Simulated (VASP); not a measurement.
A run of VASP 6.6.1 is set up as follows.

The input INCAR:

```
PREC = Accurate
ENCUT = 520
EDIFF = 1E-6
ISMEAR = 0
SIGMA = 0.05
LREAL = F
LASPH = T
NELM = 80
ALGO = Normal
ISIF = 2
LWAVE = F
LCHARG = T
GGA = CA
LELF = T
LVHAR = T
NBANDS = 16
```

The input KPOINTS:

```
Automatic mesh
0
Gamma
  8 8 8
```

POSCAR

```
GaP
1.0
    0.0000000000      2.7134308475      2.7134308475
    2.7134308475      0.0000000000      2.7134308475
    2.7134308475      2.7134308475      0.0000000000
Ga P
1 1
Direct
    0.0000000000      0.0000000000      0.0000000000
    0.7500000000      0.7500000000      0.7500000000
```

Potentials or basis: VASP PAW LDA potentials, release 64 (Ga_d, P).

Run with:

```sh
$ cat potpaw_LDA.64/Ga_d/POTCAR potpaw_LDA.64/P/POTCAR > POTCAR
$ mpirun -np 1 vasp_std > vasp.out
```

Question: Predict the band gap on the k mesh.

Answer: 1.47 eV, indirect (least direct gap 1.75 eV).

Question: Predict the pressure.

Answer: -1.6 GPa.

 A k mesh can miss the band edges.
